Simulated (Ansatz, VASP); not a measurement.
Given: the input of a run of VASP 6.6.1 on Br.

INCAR

```
SYSTEM = Br
PREC = Accurate
ENCUT = 520
EDIFF = 1E-7
ISMEAR = -1
SIGMA = 0.05
LREAL = .False.
LASPH = .True.
NELM = 60
ALGO = Normal
ISIF = 2
LWAVE = .False.
LCHARG = .False.
GGA = PS
NBANDS = 22
```

KPOINTS

```
regular mesh
0
Gamma
  7 7 3
  0 0 0
```

POSCAR

```
Br
1.0
    3.3406771722     -2.3069619464      0.0000000000
    3.3406771722      2.3069619464      0.0000000000
    0.0000000000      0.0000000000      8.6438935422
Br
4
Direct
    0.3651000000      0.6349000000      0.3901000000
    0.1349000000      0.8651000000      0.8901000000
    0.6349000000      0.3651000000      0.6099000000
    0.8651000000      0.1349000000      0.1099000000
```

Potentials or basis: VASP PAW PBE potentials, release 64 (Br).

The run is started by

```sh
$ cat potpaw_PBE.64/Br/POTCAR > POTCAR
$ mpirun -np 1 vasp_std > vasp.out
```

Task: Set up the same calculation for Ansatz 0.2.0. Potentials there: all-electron LAPW, scalar-relativistic.

Result: As run (the cutoff follows the program's own potentials):

Contents of input.yaml:

```yaml
crystal:
  lattice:
    - [3.3406771722, -2.3069619464, 0.0]
    - [3.3406771722, 2.3069619464, 0.0]
    - [0.0, 0.0, 8.6438935422]
  atoms:
    - { symbol: Br, position: [0.3651, 0.6349, 0.3901] }
    - { symbol: Br, position: [0.1349, 0.8651, 0.8901] }
    - { symbol: Br, position: [0.6349, 0.3651, 0.6099] }
    - { symbol: Br, position: [0.8651, 0.1349, 0.1099] }
kpoints:
  mp_grid: { grid: [7, 7, 3] }
scf:
  occupations: { method: fermi_dirac, width: 0.05 }
hamiltonian:
  xc: pbesol
  pseudopotentials: { kind: all_electron, lapw: { basis_error: 0.001 } }
output:
  forces: true
  stress: true
  eigenvalues: true
```

Potentials or basis: all-electron LAPW, scalar-relativistic.

Command:

```bash
$ ansatz run input.yaml --threads 2 --pin off --max-ram 8192MiB --backend cpu --events-out ev --progress --plain --runs-dir out
```

Both were run:

|  | VASP | Ansatz | Ansatz less VASP |
| --- | --- | --- | --- |
| gap on the k mesh at the Fermi level (eV) | 1.90 | 1.91 | +0.007 |
| least direct gap on the mesh (eV) | 1.92 | 1.93 | +0.007 |
| pressure (GPa) | 0.7 | 0.7 | -0.04 |
| traceless stress, the component that is largest in VASP (GPa) | 1.30 | 1.24 | -0.060 |
| rms of the force components (eV/Å) | 0.572 | 0.554 | -0.0173 |

VASP's potentials were made for PBE, not for PBEsol. Atom by atom the forces differ by 0.017 eV/Å (rms over components). Ansatz ran all-electron here, and VASP with PAW potentials.
